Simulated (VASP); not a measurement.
# InAs: single point with LDA

The system is InAs.

```
In As
1.0
     0.00000    2.87730    2.87730
     2.87730    0.00000    2.87730
     2.87730    2.87730    0.00000
In As
1 1
Cartesian
  2.8773 2.8773 2.8773
  0.0000 0.0000 0.0000
```

| Property | Result |
| --- | --- |
| Program | VASP 6.6.1 |
| Task | single point |
| Functional | LDA |
| Potentials or basis | VASP PAW LDA potentials, release 64 (In_d, As) |
| Cutoff | 520 eV |
| k mesh | 8 × 8 × 8 |
| Occupations | fermi-dirac, width 0.05 eV |
| Spin | no spin polarisation |
| Dipole correction | no |
| Further INCAR settings | ALGO = Normal; EDIFF = 1e-06; NBANDS = 16 |

```json
{
  "Pressure": "-4.8 GPa",
  "Band gap on the k mesh": "zero (band 9 reaches 6.11 eV, above the bottom of band 10 at 3.53 eV)"
}
```

Levels at points of the mesh, in eV from the Fermi level:
```csv
k point,band 6,band 7,band 8,band 9,band 10,band 11,band 12,band 13
"(0.00, 0.00, 0.00)",-12.13,-0.83,-0.21,-0.21,-0.21,7.23,7.23,7.23
"(0.50, 0.00, 0.00)",-10.47,-6.55,0.20,0.20,2.06,3.22,3.22,4.30
"(0.50, 0.50, 0.00)",-9.59,-4.69,-3.05,-2.23,-2.23,3.91,9.05,9.05
```

Wall time 10 s on 1 thread of Intel(R) Xeon(R) 6975P-C (Granite Rapids) (shared host), peak memory 0.16 GiB.

Caveat: spin-orbit coupling is left out, which moves the levels of the heavy elements.
